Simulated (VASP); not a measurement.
Here is a VASP 6.6.1 calculation.

File INCAR:

```
SYSTEM = CsBr
ALGO = Normal
EDIFF = 1E-6
ENCUT = 500
GGA = CA
GGA_COMPAT = .False.
ISIF = 2
ISMEAR = 0
LASPH = .True.
LCHARG = .False.
LREAL = .False.
LWAVE = .False.
NBANDS = 15
NELM = 120
PREC = Accurate
SIGMA = 0.02
```

The input KPOINTS:

```
k-points
0
Gamma
  6 6 6
  0 0 0
```

Contents of POSCAR:

```
CsBr
1.0
    4.1390194729      0.0000000000      0.0000000000
    0.0000000000      4.1390194729      0.0000000000
    0.0000000000      0.0000000000      4.1390194729
Cs Br
1 1
Direct
    0.0000000000      0.0000000000      0.0000000000
    0.5000000000      0.5000000000      0.5000000000
```

Potentials or basis: VASP PAW LDA potentials, release 64 (Cs_sv, Br).

Command:

```bash
$ cat potpaw_LDA.64/Cs_sv/POTCAR potpaw_LDA.64/Br/POTCAR > POTCAR
$ mpirun -np 1 vasp_std > vasp.out
```

Predict the band gap on the k mesh.

4.50 eV.

Predict the pressure.

0.1 GPa.

Caveat: spin-orbit coupling is left out, which moves the levels of the heavy elements. A k mesh can miss the band edges.
